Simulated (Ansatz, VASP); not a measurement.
## SrAl3 in VASP and in Ansatz

```xyz
4
Lattice="4.5033 0.0000 0.0000 0.0000 4.5033 0.0000 0.0000 0.0000 4.5033" Properties=species:S:1:pos:R:3 pbc="T T T"
Sr    0.0000    0.0000    0.0000
Al    0.0000    2.2517    2.2517
Al    2.2517    2.2517    0.0000
Al    2.2517    0.0000    2.2517
```

Alike in both runs: task single point; functional PBE; k mesh 8 × 8 × 8; occupations gaussian, width 0.05 eV; no spin polarisation.

```csv
,VASP,Ansatz
version,VASP 6.6.1,Ansatz 0.2.0
potentials or method,"VASP PAW PBE potentials, release 64 (Sr_sv, Al), cutoff 520 eV","scalar-relativistic, plane waves, PAW"
valence electrons in the cell,19,19
```

|  | VASP | Ansatz | Ansatz less VASP |
| --- | --- | --- | --- |
| gap on the k mesh at the Fermi level (eV) | none | none | - |
| pressure (GPa) | -0.9 | -0.9 | -0.04 |

A gap of «none» marks a metal or a gap that the smearing closes. The functional is the same, so the differences come from potentials, cutoffs and numerics.
